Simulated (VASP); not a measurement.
# Ba2NF: single point with LDA

The system is Ba2NF.

```
Ba N F
1.0
     2.01082    1.16095    6.67510
    -2.01082    1.16095    6.67510
     0.00000   -2.32190    6.67510
Ba N F
2 1 1
Direct
  0.75764 0.75764 0.75764
  0.24236 0.24236 0.24236
  0.50000 0.50000 0.50000
  0.00000 0.00000 0.00000
```

| Quantity | Value |
| --- | --- |
| Program | VASP 6.6.1 |
| Task | single point |
| Functional | LDA |
| Potentials or basis | VASP PAW LDA potentials, release 64 (Ba_sv, N, F) |
| Cutoff | 520 eV |
| k mesh | 6 × 6 × 6 |
| Occupations | gaussian, width 0.01 eV |
| Spin | no spin polarisation |
| Dipole correction | no |
| Further INCAR settings | ALGO = Normal; EDIFF = 1e-06; NBANDS = 24 |

| Quantity | Value |
| --- | --- |
| Pressure | -3.5 GPa |
| Largest force | 0.070 eV/Å |
| Band gap on the k mesh | 0.90 eV, direct |

Forces in eV/Å, atoms in the order of the input:
```
Ba   0.000  0.000  0.070
Ba   0.000  0.000 -0.070
N    0.000  0.000  0.000
F    0.000  0.000  0.000
```

Stress tensor (GPa, compression positive):
```
-3.59  0.00  0.00
 0.00 -3.59  0.00
 0.00  0.00 -3.37
```

Levels at points of the mesh, in eV from the valence-band top:
```tsv
k point	band 14	band 15	band 16	band 17	band 18	band 19
(0.00, 0.00, 0.00)	-1.10	-0.37	-0.37	1.52	3.35	3.46
(0.50, 0.00, 0.00)	-0.78	-0.16	-0.07	1.88	2.94	3.99
(0.50, 0.50, 0.00)	-0.76	-0.13	0.00	0.90	3.66	3.95
(0.50, 0.50, 0.50)	-1.31	-0.44	-0.44	2.69	2.72	4.00
```

Run time: 3 min on 1 thread of Intel(R) Xeon(R) Platinum 8259CL CPU @ 2.50GHz (Skylake/Cascade Lake), with other jobs on the host, peak memory 0.34 GiB.

Caveat: spin-orbit coupling is left out, which moves the levels of the heavy elements. A k mesh can miss the band edges.
